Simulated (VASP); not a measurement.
# ZrB2 (P6/mmm) in VASP: further runs, part 2 of 3

VASP 6.6.1. Earlier steps stand in the parts before.

**3. Electric field gradients, LDA**

File INCAR:

```
SYSTEM = ZrB2
PREC = Accurate
ENCUT = 520
EDIFF = 1E-8
ISMEAR = -1
SIGMA = 0.05
LREAL = .FALSE.
LASPH = .TRUE.
NELM = 80
ALGO = Normal
ISIF = 2
LWAVE = .FALSE.
LCHARG = .FALSE.
LEFG = .TRUE.
NBANDS = 16
```

File KPOINTS:

```
Automatic mesh
0
G
  17 17 13
  0 0 0
```

File POSCAR:

```
ZrB2
1.0
    3.1700000000      0.0000000000      0.0000000000
   -1.5850000000      2.7453005300      0.0000000000
    0.0000000000      0.0000000000      3.5330000000
Zr B
1 2
Direct
    0.0000000000      0.0000000000      0.0000000000
    0.3333333333      0.6666666667      0.5000000000
    0.6666666667      0.3333333333      0.5000000000
```

Potentials or basis: VASP PAW LDA potentials, release 64 (Zr_sv, B).

Run with:

```
> cat potpaw_LDA.64/Zr_sv/POTCAR potpaw_LDA.64/B/POTCAR > POTCAR
> mpirun -np 1 vasp_std > vasp.out
```

OUTCAR:

```text
SYSTEM = ZrB2
   PREC = Accurate
   ENCUT = 520
   EDIFF = 1E-8
   ISMEAR = -1
   LREAL = .FALSE.
   LASPH = .TRUE.
   NELM = 80
   ISIF = 2

 ion  position               nearest neighbor table
   1  0.000  0.000  0.000-   2 2.54   3 2.54   2 2.54   3 2.54   3 2.54   3 2.54   2 2.54   2 2.54
                             3 2.54   3 2.54   2 2.54   2 2.54
   2  0.333  0.667  0.500-   3 1.83   3 1.83   3 1.83   1 2.54   1 2.54   1 2.54   1 2.54   1 2.54
                             1 2.54
   3  0.667  0.333  0.500-   2 1.83   2 1.83   2 1.83   1 2.54   1 2.54   1 2.54   1 2.54   1 2.54
                             1 2.54

  LATTYP: Found a hexagonal cell.
 ALAT       =     3.1700000000
 C/A-ratio  =     1.1145110410

  Lattice vectors:

 A1 = (   3.1700000000,   0.0000000000,   0.0000000000)
 A2 = (  -1.5850000000,   2.7453005300,   0.0000000000)
 A3 = (   0.0000000000,   0.0000000000,   3.5330000000)

Analysis of symmetry for initial positions (statically):
=====================================================================
 Subroutine PRICEL returns:
 Original cell was already a primitive cell.

 Routine SETGRP: Setting up the symmetry group for a
 hexagonal supercell.

 Subroutine GETGRP returns: Found 24 space group operations
 (whereof 24 operations were pure point group operations)
 out of a pool of 24 trial point group operations.

The static configuration has the point symmetry D_6h.

Analysis of symmetry for dynamics (positions and initial velocities):
=====================================================================
 Subroutine PRICEL returns:
 Original cell was already a primitive cell.

 Routine SETGRP: Setting up the symmetry group for a
 hexagonal supercell.

 Subroutine GETGRP returns: Found 24 space group operations
 (whereof 24 operations were pure point group operations)
 out of a pool of 24 trial point group operations.

The dynamic configuration has the point symmetry D_6h.

 Subroutine INISYM returns: Found 24 space group operations
 (whereof 24 operations are pure point group operations),
 and found     1 'primitive' translations

----------------------------------------------------------------------------------------

                                     Primitive cell

  volume of cell :      30.7463

  direct lattice vectors                    reciprocal lattice vectors
     3.170000000  0.000000000  0.000000000     0.315457413  0.182129422  0.000000000
    -1.585000000  2.745300530  0.000000000     0.000000000  0.364258845  0.000000000
     0.000000000  0.000000000  3.533000000     0.000000000  0.000000000  0.283045570

  length of vectors
     3.170000000  3.170000000  3.533000000     0.364258845  0.364258845  0.283045570

  position of ions in fractional coordinates (direct lattice)
     0.000000000  0.000000000  0.000000000
     0.333333333  0.666666667  0.500000000
     0.666666667  0.333333333  0.500000000

  ion indices of the primitive-cell ions
   primitive index   ion index
                 1           1
                 2           2
                 3           3

[... 87 lines left out ...]
   EFERMI_NEDOS =   21; number of points for ismear=-14 and -15
   IALGO  =     38    algorithm
   IMIX   =      4    mixing-type and parameters
     AMIX     =   0.40;   BMIX     =  1.00
     AMIX_MAG =   1.60;   BMIX_MAG =  1.00
  volume/ion in A,a.u.               =      10.25        69.16
  Fermi-wavevector in a.u.,A,eV,Ry     =   1.369519  2.588016 25.518847  1.875582
  Thomas-Fermi vector in A             =   2.495387
   LORBIT       =      0    0 simple, 1 ext, 2 COOP (PROOUT), +10 PAW based schemes
   GGA     = CA    functional components
   LHFCALC =     F    Hartree Fock is set to
   AEXX    =    0.0000 exact exchange contribution
   IVDW    =     0    specifies the selected vdW correction
   LEPSILON=     F    determine dielectric tensor
   LRPA    =     F    only Hartree local field effects (RPA)
 non-spin polarized calculation
  energy-cutoff  :      520.00
  volume of cell :       30.75
 maximum number of plane-waves:       844
 NGX is ok and might be reduce to    24
   NGX = 11   NGY = 11   NGZ = 13

 number of electron      18.0000000 magnetization

 Free energy of the ion-electron system (eV)
  ---------------------------------------------------
  ext. energy  EPLUGINS =         0.00000000
  ---------------------------------------------------
  free energy    TOTEN  =       -27.45702624 eV

  energy without entropy =      -27.45531526  energy(sigma->0) =      -27.45617075

 E-fermi :  10.5277     XC(G=0): -12.5867

 val. band max:       10.5198724054   @ k =   0.0588   0.0588   0.4615
 cond. band min:      10.5439017674   @ k =   0.2353   0.1765   0.0769
 fundamental gap:      0.0240293620
 Fermi energy:        10.5276575042

 k-point     1 :       0.0000    0.0000    0.0000
  band No.  band energies     occupation
      1     -37.8833      2.00000
      2     -16.2294      2.00000
      3     -15.6608      2.00000
      4     -15.6608      2.00000
      5      -2.1025      2.00000
      6       7.8356      2.00000
[... 433 lines left out ...]
      3     -16.1101      2.00000
      4     -15.8705      2.00000
      5      -0.4147      2.00000
      6       4.9534      2.00000
[... 8 lines left out ...]
     15      17.6947      0.00000
     16      19.1598      0.00000

 [... further k-points ...]

------------------------ aborting loop because EDIFF is reached ----------------------------------------

  FORCE on cell =-STRESS in cart. coord.  units (eV):
  Direction    XX          YY          ZZ          XY          YZ          ZX
  --------------------------------------------------------------------------------------
  -------------------------------------------------------------------------------------
  Total       -1.6324490     -1.6324490     -1.5537157      0.0000000      0.0000000      0.0000000
  in kB      -85.0662740    -85.0662740    -80.9635134      0.0000000      0.0000000      0.0000000
  external PRESSURE =     -83.6986871 kB  Pullay stress =       0.0000000 kB

 VOLUME and BASIS-vectors are now :
 -----------------------------------------------------------------------------
  energy-cutoff  :      520.00
  volume of cell :       30.75
      direct lattice vectors                 reciprocal lattice vectors
     3.170000000  0.000000000  0.000000000     0.315457413  0.182129422  0.000000000
    -1.585000000  2.745300530  0.000000000     0.000000000  0.364258845  0.000000000
     0.000000000  0.000000000  3.533000000     0.000000000  0.000000000  0.283045570

 POSITION                                       TOTAL-FORCE (eV/Angst)
 -----------------------------------------------------------------------------------
      0.00000      0.00000      0.00000         0.000000     -0.000000      0.000000
     -0.00000      1.83020      1.76650        -0.000000      0.000000      0.000000
      1.58500      0.91510      1.76650         0.000000     -0.000000      0.000000
 -----------------------------------------------------------------------------------
    total drift:                               -0.000000      0.000000     -0.000000

  FREE ENERGIE OF THE ION-ELECTRON SYSTEM (eV)
  ---------------------------------------------------
  free  energy   TOTEN  =       -27.4570262424 eV

  energy  without entropy=      -27.4553152568  energy(sigma->0) =      -27.45617075

 Electric field gradients (V/A^2)
---------------------------------------------------------------------
 ion       V_xx      V_yy      V_zz      V_xy      V_xz      V_yz
---------------------------------------------------------------------
   1     -22.838   -22.838    45.676    -0.000    -0.000     0.000
   2      -0.966    -0.966     1.933    -0.000     0.000    -0.000
   3      -0.966    -0.966     1.933    -0.000     0.000    -0.000
---------------------------------------------------------------------

 Electric field gradients after diagonalization (V/A^2)
 (convention: |V_zz| > |V_xx| > |V_yy|)
----------------------------------------------------------------------
 ion       V_xx      V_yy      V_zz     asymmetry (V_yy - V_xx)/ V_zz
----------------------------------------------------------------------
   1     -22.838   -22.838    45.676       0.000
   2      -0.966    -0.966     1.933       0.000
   3      -0.966    -0.966     1.933       0.000
----------------------------------------------------------------------

           NMR quadrupolar parameters

 Cq : quadrupolar parameter    Cq=e*Q*V_zz/h
 eta: asymmetry parameters     (V_yy - V_xx)/ V_zz
 Q  : nuclear electric quadrupole moment in mb (millibarn)
----------------------------------------------------------------------
 ion       Cq(MHz)       eta       Q (mb)
----------------------------------------------------------------------
   1       0.110       0.000       1.000
   2       0.005       0.000       1.000
   3       0.005       0.000       1.000
----------------------------------------------------------------------
```

stdout:

```text
POSCAR found type information on POSCAR ZrB
 POSCAR found :  2 types and       3 ions
 scaLAPACK will be used
 LDA part: xc-table for (Slater(with rela. corr.)+CA(PZ))
 , standard interpolation
 POSCAR, INCAR and KPOINTS ok, starting setup
 FFT: planning ... GRIDC
 FFT: planning ... GRID_SOFT
 FFT: planning ... GRID
 WAVECAR not read
 entering main loop
ion   1

ion   2

ion   3
```

Run time: 34 s. Hardware: 1 thread of Intel Xeon 6975P-C (Granite Rapids), shared host; peak memory 0.22 GiB.

What came out:

- Free energy: -27.4570 eV
- Pressure: -8.4 GPa
- Band gap on the k mesh: zero (band 9 reaches 11.09 eV, above the bottom of band 10 at 9.89 eV)

Electric field gradients, principal values (V/Å²):
| atom | least | middle | greatest (by size) |
| --- | --- | --- | --- |
| 1 Zr | -22.838 | -22.838 | 45.676 |
| 2 B | -0.966 | -0.966 | 1.933 |
| 3 B | -0.966 | -0.966 | 1.933 |

Caveat: without QUAD_EFG the Cq values of the log hold for a quadrupole moment of 1 mb, not for the nuclei.

**4. Electric field gradients, r2SCAN**

POSCAR is that of step 3.

File INCAR.step1:

```
SYSTEM = ZrB2
  PREC = Accurate
  ENCUT = 520
  ISMEAR = -1
  SIGMA = 0.05
  LREAL = .FALSE.
  LASPH = .TRUE.
  NELM = 60
  NBANDS = 16
  GGA = PE
  ALGO = Normal
  EDIFF = 1E-4
  LWAVE = .TRUE.
  LCHARG = .FALSE.
```

File INCAR.step2:

```
SYSTEM = ZrB2
  PREC = Accurate
  ENCUT = 520
  EDIFF = 1E-8
  ISMEAR = -1
  SIGMA = 0.05
  LREAL = .FALSE.
  LASPH = .TRUE.
  NELM = 60
  ALGO = Normal
  ISIF = 2
  LWAVE = .FALSE.
  LCHARG = .FALSE.
  METAGGA = R2SCAN
  LMIXTAU = .TRUE.
  LEFG = .TRUE.
  NBANDS = 16
  ISTART = 1
```

File KPOINTS:

```
regular mesh
0
G
  17 17 13
  0 0 0
```

Potentials or basis: VASP PAW PBE potentials, release 64 (Zr_sv, B).

Run with:

```
> cat potpaw_PBE.64/Zr_sv/POTCAR potpaw_PBE.64/B/POTCAR > POTCAR
> cp INCAR.step1 INCAR
> mpirun -np 1 vasp_std > vasp.out
> cp INCAR.step2 INCAR
> mpirun -np 1 vasp_std > vasp.out
```

OUTCAR:

```text
SYSTEM = ZrB2
   PREC = Accurate
   ENCUT = 520
   EDIFF = 1E-8
   ISMEAR = -1
   LREAL = .FALSE.
   LASPH = .TRUE.
   NELM = 60
   ISIF = 2
   METAGGA = R2SCAN
   ISTART = 1

 ion  position               nearest neighbor table
   1  0.000  0.000  0.000-   2 2.54   3 2.54   2 2.54   3 2.54   3 2.54   3 2.54   2 2.54   2 2.54
                             3 2.54   3 2.54   2 2.54   2 2.54
   2  0.333  0.667  0.500-   3 1.83   3 1.83   3 1.83   1 2.54   1 2.54   1 2.54   1 2.54   1 2.54
                             1 2.54
   3  0.667  0.333  0.500-   2 1.83   2 1.83   2 1.83   1 2.54   1 2.54   1 2.54   1 2.54   1 2.54
                             1 2.54

  LATTYP: Found a hexagonal cell.
 ALAT       =     3.1700000000
 C/A-ratio  =     1.1145110410

  Lattice vectors:

 A1 = (   3.1700000000,   0.0000000000,   0.0000000000)
 A2 = (  -1.5850000000,   2.7453005300,   0.0000000000)
 A3 = (   0.0000000000,   0.0000000000,   3.5330000000)

Analysis of symmetry for initial positions (statically):
[... 658 lines left out ...]

 POSITION                                       TOTAL-FORCE (eV/Angst)
 -----------------------------------------------------------------------------------
      0.00000      0.00000      0.00000         0.000000      0.000000      0.000000
     -0.00000      1.83020      1.76650        -0.000000      0.000000      0.000000
      1.58500      0.91510      1.76650        -0.000000      0.000000      0.000000
 -----------------------------------------------------------------------------------
    total drift:                               -0.000000      0.000000     -0.000000

  FREE ENERGIE OF THE ION-ELECTRON SYSTEM (eV)
  ---------------------------------------------------
  free  energy   TOTEN  =       -40.6382703283 eV

  energy  without entropy=      -40.6366927167  energy(sigma->0) =      -40.63748152

 Electric field gradients (V/A^2)
---------------------------------------------------------------------
 ion       V_xx      V_yy      V_zz      V_xy      V_xz      V_yz
---------------------------------------------------------------------
   1     -19.177   -19.177    38.354    -0.000     0.000     0.000
   2      -0.852    -0.852     1.705    -0.000     0.000    -0.000
   3      -0.852    -0.852     1.705    -0.000     0.000     0.000
---------------------------------------------------------------------

 Electric field gradients after diagonalization (V/A^2)
 (convention: |V_zz| > |V_xx| > |V_yy|)
----------------------------------------------------------------------
 ion       V_xx      V_yy      V_zz     asymmetry (V_yy - V_xx)/ V_zz
----------------------------------------------------------------------
   1     -19.177   -19.177    38.354       0.000
   2      -0.853    -0.852     1.705       0.000
   3      -0.853    -0.852     1.705       0.000
----------------------------------------------------------------------

           NMR quadrupolar parameters

 Cq : quadrupolar parameter    Cq=e*Q*V_zz/h
 eta: asymmetry parameters     (V_yy - V_xx)/ V_zz
 Q  : nuclear electric quadrupole moment in mb (millibarn)
----------------------------------------------------------------------
 ion       Cq(MHz)       eta       Q (mb)
----------------------------------------------------------------------
   1       0.093       0.000       1.000
   2       0.004       0.000       1.000
   3       0.004       0.000       1.000
----------------------------------------------------------------------
```

Run time: 2.8 min. Hardware: 1 thread of Intel Xeon 6975P-C (Granite Rapids), shared host; peak memory 0.24 GiB.

Results:

* Free energy: -40.6383 eV
* Pressure: 0.8 GPa
* Band gap on the k mesh: zero (band 9 reaches 11.39 eV, above the bottom of band 10 at 10.05 eV)

Electric field gradients, principal values (V/Å²):
| atom | least | middle | greatest (by size) |
| --- | --- | --- | --- |
| 1 Zr | -19.177 | -19.177 | 38.354 |
| 2 B | -0.852 | -0.853 | 1.705 |
| 3 B | -0.852 | -0.853 | 1.705 |

Caveat: without QUAD_EFG the Cq values of the log hold for a quadrupole moment of 1 mb, not for the nuclei; the PAW data sets were made with another functional, which shifts forces and pressure a little.

(Continued in part 3 of 3.)
